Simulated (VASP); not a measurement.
A run of VASP 6.6.1 is set up as follows.

File INCAR:

```
SYSTEM = SnO
PREC = Accurate ; ENCUT = 520
EDIFF = 1E-6 ; ISMEAR = 0
SIGMA = 0.02 ; LREAL = .FALSE.
LASPH = .TRUE. ; NELM = 100
ALGO = Normal ; ISIF = 2
LWAVE = .FALSE. ; LCHARG = .FALSE.
GGA = PE ; NBANDS = 17
```

File KPOINTS:

```
regular mesh
0
G
  10 10 10
  0 0 0
```

The input POSCAR:

```
SnO
1.0
    0.0000000000      2.5591106930      2.5591106930
    2.5591106930      0.0000000000      2.5591106930
    2.5591106930      2.5591106930      0.0000000000
Sn O
1 1
Direct
    0.0000000000      0.0000000000      0.0000000000
    0.5000000000      0.5000000000      0.5000000000
```

Potentials or basis: VASP PAW PBE potentials, release 64 (Sn_d, O).

Run with:

```bash
$ cat potpaw_PBE.64/Sn_d/POTCAR potpaw_PBE.64/O/POTCAR > POTCAR
$ mpirun -np 1 vasp_std > vasp.out
```

Q: Estimate the pressure.

A: -0.1 GPa.

Q: Estimate the band gap on the k mesh.

A: 0.69 eV (least direct gap 0.74 eV).

Caveat: spin-orbit coupling is left out, which moves the levels of the heavy elements. A k mesh can miss the band edges.
